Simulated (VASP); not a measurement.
# TaSi6 (Fm-3m) in VASP: a series of runs

The runs below take TaSi6 through single point, relaxation of cell and atoms, with PBE.

Everything below comes from runs of VASP 6.6.1. Logs are shortened: lines on timing, memory, paths and dates and some standing lists are left out, and cuts for length are marked.

### Step 1. The cell of the first run

The structure is cubic, space group Fm-3m (No. 225). The conventional cell has a = 7.699 Å, b = 7.699 Å, c = 7.699 Å, α = 90.00°, β = 90.00°, γ = 90.00°. Ta (site symmetry m-3m) has 6 Si at 2.60 Å within 3.4 Å. Within 2.3 Å of Si (site symmetry 4mm) lie 4 Si at 1.76 Å.

The cell was built from a structure type or drawn by symmetry, and may not be a known phase.

### Step 2. Single point, PBE

Input file INCAR:

```
SYSTEM = TaSi6
PREC = Accurate
ENCUT = 520
EDIFF = 1E-7
ISMEAR = 0
SIGMA = 0.1
LREAL = .FALSE.
LASPH = .TRUE.
NELM = 100
ALGO = Normal
ISIF = 2
LWAVE = .FALSE.
LCHARG = .FALSE.
GGA = PE
NBANDS = 26
```

Input file KPOINTS:

```
Automatic mesh
0
G
  4 4 4
  0 0 0
```

Input file POSCAR:

```
TaSi6
1.0
    0.0000000000      3.8493918400      3.8493918400
    3.8493918400      0.0000000000      3.8493918400
    3.8493918400      3.8493918400      0.0000000000
Ta Si
1 6
Direct
    0.5000000000      0.5000000000      0.5000000000
    0.1616482000      0.8383518000      0.8383518000
    0.8383518000      0.1616482000      0.1616482000
    0.8383518000      0.1616482000      0.8383518000
    0.1616482000      0.8383518000      0.1616482000
    0.8383518000      0.8383518000      0.1616482000
    0.1616482000      0.1616482000      0.8383518000
```

Potentials or basis: VASP PAW PBE potentials, release 64 (Ta_pv, Si).

On the command line:

```
cat potpaw_PBE.64/Ta_pv/POTCAR potpaw_PBE.64/Si/POTCAR > POTCAR
mpirun -np 1 vasp_std > vasp.out
```

OUTCAR:

```text
SYSTEM = TaSi6
   PREC = Accurate
   ENCUT = 520
   EDIFF = 1E-7
   ISMEAR = 0
   LREAL = .FALSE.
   LASPH = .TRUE.
   NELM = 100
   ISIF = 2
   GGA = PE

 ion  position               nearest neighbor table
   1  0.500  0.500  0.500-   2 2.60   3 2.60   4 2.60   5 2.60   6 2.60   7 2.60
   2  0.162  0.838  0.838-   4 1.76   5 1.76   6 1.76   7 1.76   3 2.49   1 2.60
   3  0.838  0.162  0.162-   4 1.76   5 1.76   6 1.76   7 1.76   2 2.49   1 2.60
   4  0.838  0.162  0.838-   2 1.76   3 1.76   6 1.76   7 1.76   5 2.49   1 2.60
   5  0.162  0.838  0.162-   2 1.76   3 1.76   6 1.76   7 1.76   4 2.49   1 2.60
   6  0.838  0.838  0.162-   2 1.76   3 1.76   4 1.76   5 1.76   7 2.49   1 2.60
   7  0.162  0.162  0.838-   2 1.76   3 1.76   4 1.76   5 1.76   6 2.49   1 2.60

  LATTYP: Found a face centered cubic cell.
 ALAT       =     7.6987836800

  Lattice vectors:

 A1 = (   0.0000000000,   3.8493918400,   3.8493918400)
 A2 = (   3.8493918400,   0.0000000000,   3.8493918400)
 A3 = (   3.8493918400,   3.8493918400,   0.0000000000)

Analysis of symmetry for initial positions (statically):
=====================================================================
 Subroutine PRICEL returns:
 Original cell was already a primitive cell.

 Routine SETGRP: Setting up the symmetry group for a
 face centered cubic supercell.

 Subroutine GETGRP returns: Found 48 space group operations
 (whereof 48 operations were pure point group operations)
 out of a pool of 48 trial point group operations.

The static configuration has the point symmetry O_h .

Analysis of symmetry for dynamics (positions and initial velocities):
=====================================================================
 Subroutine PRICEL returns:
 Original cell was already a primitive cell.

 Routine SETGRP: Setting up the symmetry group for a
 face centered cubic supercell.

 Subroutine GETGRP returns: Found 48 space group operations
 (whereof 48 operations were pure point group operations)
 out of a pool of 48 trial point group operations.

The dynamic configuration has the point symmetry O_h .

 Subroutine INISYM returns: Found 48 space group operations
 (whereof 48 operations are pure point group operations),
 and found     1 'primitive' translations

[... 87 lines left out ...]
   EDIFF  = 0.1E-06   stopping-criterion for ELM
   LREAL  =      F    real-space projection
   EDIFFG = 0.1E-05   stopping-criterion for IOM
   NSW    =      0    number of steps for IOM
   IBRION =     -1    ionic relax: 0-MD 1-quasi-New 2-CG
   NFREE  =      0    steps in history (QN), initial steepest desc. (CG)
   ISIF   =      2    stress and relaxation
   ISYM   =      2    0-nonsym 1-usesym 2-fastsym
   POTIM  = 0.5000    time-step for ionic-motion
   TEBEG  =    0.0;   TEEND  =   0.0 temperature during run
   PSTRESS=    0.0 pullay stress
   NELECT =      35.0000    total number of electrons
   NUPDOWN=      -1.0000    fix difference up-down
   EMIN   =  10.00;   EMAX   =-10.00  energy-range for DOS
   EFERMI =   0.00;   METHOD = LEGACY
   ISMEAR =     0;   SIGMA  =   0.10  broadening in eV -4-tet -1-fermi 0-gaus
   EFERMI_NEDOS =   21; number of points for ismear=-14 and -15
   IALGO  =     38    algorithm
   IMIX   =      4    mixing-type and parameters
     AMIX     =   0.40;   BMIX     =  1.00
     AMIX_MAG =   1.60;   BMIX_MAG =  1.00
  volume/ion in A,a.u.               =      16.30       109.98
  Fermi-wavevector in a.u.,A,eV,Ry     =   1.104152  2.086544 16.587555  1.219151
  Thomas-Fermi vector in A             =   2.240620
   LORBIT       =      0    0 simple, 1 ext, 2 COOP (PROOUT), +10 PAW based schemes
   GGA     = PE    functional components
   LHFCALC =     F    Hartree Fock is set to
   AEXX    =    0.0000 exact exchange contribution
   IVDW    =     0    specifies the selected vdW correction
   LEPSILON=     F    determine dielectric tensor
   LRPA    =     F    only Hartree local field effects (RPA)
 non-spin polarized calculation
 Gauss-broadening in eV      SIGMA  =   0.10
  energy-cutoff  :      520.00
  volume of cell :      114.08
 maximum number of plane-waves:      3119
   NGX = 21   NGY = 21   NGZ = 21

 number of electron      35.0000005 magnetization

 Free energy of the ion-electron system (eV)
  ---------------------------------------------------
  ext. energy  EPLUGINS =         0.00000000
  ---------------------------------------------------
  free energy    TOTEN  =        -1.46075522 eV

  energy without entropy =       -1.40781605  energy(sigma->0) =       -1.43428564

 E-fermi :   7.1864     XC(G=0): -10.1529

 val. band max:        7.1284583631   @ k =  -0.2500   0.2500   0.0000
 cond. band min:       7.2185187929   @ k =   0.2500   0.2500   0.0000
 fundamental gap:      0.0900604297
 Fermi energy:         7.1864311775

 k-point     1 :       0.0000    0.0000    0.0000
  band No.  band energies     occupation
      1     -26.7558      2.00000
      2     -26.7558      2.00000
      3     -26.7558      2.00000
      4     -12.4394      2.00000
      5      -3.5972      2.00000
      6      -3.5972      2.00000
[... 221 lines left out ...]
     25      10.9628      0.00000
     26      11.8550      0.00000

------------------------ aborting loop because EDIFF is reached ----------------------------------------

  FORCE on cell =-STRESS in cart. coord.  units (eV):
  Direction    XX          YY          ZZ          XY          YZ          ZX
  --------------------------------------------------------------------------------------
  -------------------------------------------------------------------------------------
  Total      105.8179844    105.8179844    105.8179844      0.0000000     -0.0000000     -0.0000000
  in kB     1486.1536335   1486.1536335   1486.1536335      0.0000000     -0.0000000     -0.0000000
  external PRESSURE =    1486.1536335 kB  Pullay stress =       0.0000000 kB

 VOLUME and BASIS-vectors are now :
 -----------------------------------------------------------------------------
  energy-cutoff  :      520.00
  volume of cell :      114.08
      direct lattice vectors                 reciprocal lattice vectors
     0.000000000  3.849391840  3.849391840    -0.129890648  0.129890648  0.129890648
     3.849391840  0.000000000  3.849391840     0.129890648 -0.129890648  0.129890648
     3.849391840  3.849391840  0.000000000     0.129890648  0.129890648 -0.129890648

 POSITION                                       TOTAL-FORCE (eV/Angst)
 -----------------------------------------------------------------------------------
      3.84939      3.84939      3.84939         0.000000     -0.000000      0.000000
      6.45429      3.84939      3.84939       -42.291071     -0.000000      0.000000
      1.24449      3.84939      3.84939        42.291071     -0.000000      0.000000
      3.84939      6.45429      3.84939         0.000000    -42.291071      0.000000
      3.84939      1.24449      3.84939         0.000000     42.291071      0.000000
      3.84939      3.84939      6.45429         0.000000     -0.000000    -42.291071
      3.84939      3.84939      1.24449         0.000000     -0.000000     42.291071
 -----------------------------------------------------------------------------------
    total drift:                               -0.000000     -0.000000     -0.000000

  FREE ENERGIE OF THE ION-ELECTRON SYSTEM (eV)
  ---------------------------------------------------
  free  energy   TOTEN  =        -1.4607552216 eV

  energy  without entropy=       -1.4078160532  energy(sigma->0) =       -1.43428564
```

Run time: 30 s. Hardware: 1 thread of Intel Xeon Platinum 8259CL at 2.50GHz (Skylake/Cascade Lake), shared host; peak memory 0.24 GiB.

What came out:

- Free energy: -1.4608 eV
- Pressure: 148.6 GPa
- Largest force: 42.291 eV/Å
- Band gap on the k mesh: zero (an odd number of electrons rules out a gap without spin polarisation)

Forces in eV/Å, atoms in the order of the input:
```
Ta    0.000   0.000   0.000
Si  -42.291   0.000   0.000
Si   42.291   0.000   0.000
Si    0.000 -42.291   0.000
Si    0.000  42.291   0.000
Si    0.000   0.000 -42.291
Si    0.000   0.000  42.291
```

Levels at points of the mesh, in eV from the Fermi level:
```tsv
k point	band 14	band 15	band 16	band 17	band 18	band 19
(0.00, 0.00, 0.00)	-0.72	-0.72	-0.72	0.71	0.84	0.84
(0.50, 0.00, 0.00)	-2.95	-2.08	-2.08	-0.73	-0.73	-0.68
(0.50, 0.50, 0.00)	-1.61	-1.29	-1.29	0.41	0.41	0.81
```

Caveat: the cell stands under pressure; spin-orbit coupling is left out, which moves the levels of the heavy elements; forces of over 1 eV/Å act on the atoms, so gaps and moduli don't describe the material at rest.

### Step 3. Single point, PBE

This run uses another cell than the first one, of 22.15 Å³/atom.

Input file INCAR:

```
SYSTEM = TaSi6
PREC = Accurate
ENCUT = 520
EDIFF = 1E-7
ISMEAR = 0
SIGMA = 0.1
LREAL = .False.
LASPH = .True.
NELM = 100
ALGO = Normal
ISIF = 2
LWAVE = .False.
LCHARG = .False.
GGA = PE
NBANDS = 26
```

Input file KPOINTS:

```
Automatic mesh
0
Gamma
  4 4 4
  0 0 0
```

Input file POSCAR:

```
TaSi6
1.0
    0.0000000000      4.2641829151      4.2641829151
    4.2641829151      0.0000000000      4.2641829151
    4.2641829151      4.2641829151      0.0000000000
Ta Si
1 6
Direct
    0.5000000000      0.5000000000      0.5000000000
    0.2053108183      0.7946891817      0.7946891817
    0.7946891817      0.2053108183      0.2053108183
    0.7946891817      0.2053108183      0.7946891817
    0.2053108183      0.7946891817      0.2053108183
    0.7946891817      0.7946891817      0.2053108183
    0.2053108183      0.2053108183      0.7946891817
```

Potentials or basis: VASP PAW PBE potentials, release 64 (Ta_pv, Si).

On the command line:

```
cat potpaw_PBE.64/Ta_pv/POTCAR potpaw_PBE.64/Si/POTCAR > POTCAR
mpirun -np 1 vasp_std > vasp.out
```

OUTCAR:

```text
SYSTEM = TaSi6
   PREC = Accurate
   ENCUT = 520
   EDIFF = 1E-7
   ISMEAR = 0
   LREAL = .False.
   LASPH = .True.
   NELM = 100
   ISIF = 2
   GGA = PE

 ion  position               nearest neighbor table
   1  0.500  0.500  0.500-   2 2.51   3 2.51   4 2.51   5 2.51   6 2.51   7 2.51
   2  0.205  0.795  0.795-   4 2.48   5 2.48   6 2.48   7 2.48   1 2.51
   3  0.795  0.205  0.205-   4 2.48   5 2.48   6 2.48   7 2.48   1 2.51
   4  0.795  0.205  0.795-   2 2.48   3 2.48   6 2.48   7 2.48   1 2.51
   5  0.205  0.795  0.205-   2 2.48   3 2.48   6 2.48   7 2.48   1 2.51
[... 425 lines left out ...]
  Total        0.2113211      0.2113211      0.2113211     -0.0000000      0.0000000      0.0000000
  in kB        2.1833128      2.1833128      2.1833128     -0.0000000      0.0000000      0.0000000
  external PRESSURE =       2.1833128 kB  Pullay stress =       0.0000000 kB

 VOLUME and BASIS-vectors are now :
 -----------------------------------------------------------------------------
  energy-cutoff  :      520.00
  volume of cell :      155.07
      direct lattice vectors                 reciprocal lattice vectors
     0.000000000  4.264182915  4.264182915    -0.117255758  0.117255758  0.117255758
     4.264182915  0.000000000  4.264182915     0.117255758 -0.117255758  0.117255758
     4.264182915  4.264182915  0.000000000     0.117255758  0.117255758 -0.117255758

 POSITION                                       TOTAL-FORCE (eV/Angst)
 -----------------------------------------------------------------------------------
      4.26418      4.26418      4.26418        -0.000000      0.000000     -0.000000
      6.77740      4.26418      4.26418         0.013245      0.000000     -0.000000
      1.75097      4.26418      4.26418        -0.013245      0.000000     -0.000000
      4.26418      6.77740      4.26418        -0.000000      0.013245     -0.000000
      4.26418      1.75097      4.26418        -0.000000     -0.013245     -0.000000
      4.26418      4.26418      6.77740        -0.000000      0.000000      0.013245
      4.26418      4.26418      1.75097        -0.000000      0.000000     -0.013245
 -----------------------------------------------------------------------------------
    total drift:                               -0.000000      0.000000      0.000000

  FREE ENERGIE OF THE ION-ELECTRON SYSTEM (eV)
  ---------------------------------------------------
  free  energy   TOTEN  =       -41.9912333546 eV

  energy  without entropy=      -41.9804839490  energy(sigma->0) =      -41.98585865
```

OSZICAR:

```text
N       E                     dE             d eps       ncg     rms          rms(c)
DAV:   1     0.122968816483E+03    0.12297E+03   -0.15286E+04   448   0.113E+03
DAV:   2    -0.354769747802E+02   -0.15845E+03   -0.15208E+03   512   0.217E+02
DAV:   3    -0.427705606350E+02   -0.72936E+01   -0.71362E+01   560   0.397E+01
DAV:   4    -0.429213367401E+02   -0.15078E+00   -0.15020E+00   528   0.640E+00
DAV:   5    -0.429253490998E+02   -0.40124E-02   -0.40089E-02   528   0.104E+00    0.156E+01
DAV:   6    -0.422231577710E+02    0.70219E+00   -0.19472E+00   476   0.698E+00    0.815E+00
DAV:   7    -0.420243998154E+02    0.19876E+00   -0.81162E-01   512   0.351E+00    0.346E+00
DAV:   8    -0.419855148973E+02    0.38885E-01   -0.21087E-01   510   0.245E+00    0.378E-01
DAV:   9    -0.419898251285E+02   -0.43102E-02   -0.24880E-02   484   0.722E-01    0.257E-01
DAV:  10    -0.419905864928E+02   -0.76136E-03   -0.18079E-03   532   0.228E-01    0.130E-01
DAV:  11    -0.419911522735E+02   -0.56578E-03   -0.14559E-03   444   0.163E-01    0.334E-02
DAV:  12    -0.419912118709E+02   -0.59597E-04   -0.10497E-04   468   0.522E-02    0.182E-02
DAV:  13    -0.419912326952E+02   -0.20824E-04   -0.51126E-05   436   0.328E-02    0.628E-03
DAV:  14    -0.419912326262E+02    0.69020E-07   -0.10733E-06   522   0.597E-03    0.290E-03
DAV:  15    -0.419912334154E+02   -0.78923E-06   -0.18599E-06   426   0.567E-03    0.604E-04
DAV:  16    -0.419912333546E+02    0.60747E-07   -0.89958E-08   312   0.155E-03
   1 F= -.41991233E+02 E0= -.41985859E+02  d E =-.107494E-01
```

It took 43 s on 1 thread of Intel Xeon Platinum 8259CL at 2.50GHz (Skylake/Cascade Lake), shared host; peak memory 0.31 GiB.

Results:

```yaml
Free_energy: -41.9912 eV
Pressure: 0.2 GPa
Largest_force: 0.013 eV/Å
Band_gap_on_the_k_mesh: zero (an odd number of electrons rules out a gap without spin polarisation)
```

Forces on the atoms (eV/Å):
```
Ta   0.000  0.000  0.000
Si   0.013  0.000  0.000
Si  -0.013  0.000  0.000
Si   0.000  0.013  0.000
Si   0.000 -0.013  0.000
Si   0.000  0.000  0.013
Si   0.000  0.000 -0.013
```

Caveat: spin-orbit coupling is left out, which moves the levels of the heavy elements.

### Step 4. Relaxation of cell and atoms, PBE

Input file INCAR:

```
  PREC = Accurate
  ENCUT = 600
  EDIFF = 1E-7
  ISMEAR = 0
  SIGMA = 0.1
  LREAL = False
  LASPH = True
  NELM = 60
  ALGO = Normal
  ISIF = 3
  LWAVE = False
  LCHARG = False
  GGA = PE
  IBRION = 2
  NSW = 90
  EDIFFG = -0.04
```

Input file KPOINTS:

```
Automatic mesh
0
Gamma
  4 4 4
```

Input file POSCAR:

```
TaSi6
1.0
    0.0000000000      3.8493918400      3.8493918400
    3.8493918400      0.0000000000      3.8493918400
    3.8493918400      3.8493918400      0.0000000000
Ta Si
1 6
Direct
    0.5000000000      0.5000000000      0.5000000000
    0.1616482000      0.8383518000      0.8383518000
    0.8383518000      0.1616482000      0.1616482000
    0.8383518000      0.1616482000      0.8383518000
    0.1616482000      0.8383518000      0.1616482000
    0.8383518000      0.8383518000      0.1616482000
    0.1616482000      0.1616482000      0.8383518000
```

On the command line:

```
cat potpaw_PBE.64/Ta_pv/POTCAR potpaw_PBE.64/Si/POTCAR > POTCAR
mpirun -np 1 vasp_std > vasp.out
```

Run time: 15 min. Hardware: 1 thread of Intel Xeon Platinum 8259CL at 2.50GHz (Skylake/Cascade Lake), shared host; peak memory 0.35 GiB.

Results (log left out):

- Free energy: -41.9880 eV
- Relaxed volume: 22.22 Å³/atom
- Relaxed cell: a = 6.037 Å, b = 6.037 Å, c = 6.037 Å, α = 60.00°, β = 60.00°, γ = 60.00°
- Space group after relaxing (to 0.1 Å): Fm-3m (No. 225)
- Pressure after relaxing: 0.0 GPa
- Largest force after relaxing: 0.005 eV/Å
- Band gap on the k mesh: zero (an odd number of electrons rules out a gap without spin polarisation)

Forces in eV/Å, atoms in the order of the input:
```
Ta   0.000  0.000  0.000
Si  -0.005  0.000  0.000
Si   0.005  0.000  0.000
Si   0.000 -0.005  0.000
Si   0.000  0.005  0.000
Si   0.000  0.000 -0.005
Si   0.000  0.000  0.005
```

Final structure:
```
CELL_PARAMETERS angstrom
0.00000 4.26853 4.26853
4.26853 0.00000 4.26853
4.26853 4.26853 0.00000
ATOMIC_POSITIONS crystal
Ta 0.50000 0.50000 0.50000
Si 0.20518 0.79482 0.79482
Si 0.79482 0.20518 0.20518
Si 0.79482 0.20518 0.79482
Si 0.20518 0.79482 0.20518
Si 0.79482 0.79482 0.20518
Si 0.20518 0.20518 0.79482
```

Levels at points of the mesh, in eV from the Fermi level:
```tsv
k point	band 13	band 14	band 15	band 16	band 17	band 18	band 19	band 20	band 21
(0.00, 0.00, 0.00)	-3.62	-1.91	-1.91	-1.91	1.32	1.32	1.32	1.89	1.89
(0.50, 0.00, 0.00)	-2.33	-2.15	-2.15	-1.58	-1.19	-1.19	-0.69	3.45	3.45
(0.50, 0.50, 0.00)	-1.61	-1.39	-1.39	-0.60	-0.49	-0.49	1.05	1.48	1.85
```

Caveat: the volume moved by over 15 % at a fixed basis, so the end points are rough; spin-orbit coupling is left out, which moves the levels of the heavy elements.

### Step 5. Overview

```tsv
task	cell	cutoff (eV)	gap on the mesh (eV)	pressure (GPa)	largest force (eV/Å)
single point	a = 5.444 Å, angles 60.0°, 7 atoms, atomic positions A	520	none	148.6	42.29
single point	a = 6.030 Å, angles 60.0°, 7 atoms, atomic positions B	520	none	0.2	0.01
relaxation of cell and atoms	relaxed from a = 5.444 Å, angles 60.0°, 7 atoms, atomic positions A	600	none	0.0	-
```

Alike in all rows: level PBE; potentials or basis VASP PAW PBE potentials, release 64 (Ta_pv, Si); no spin polarisation; k mesh 4 × 4 × 4; smearing gaussian 0.1 eV.

Caveats: spin-orbit coupling is left out, which moves the levels of the heavy elements; the cell stands under pressure (at least some runs); forces of over 1 eV/Å act on the atoms, so gaps and moduli don't describe the material at rest (at least some runs); the volume moved by over 15 % at a fixed basis, so the end points are rough (at least some runs).

Total energies depend on the potentials used, so only differences within one code and one set of settings carry meaning.
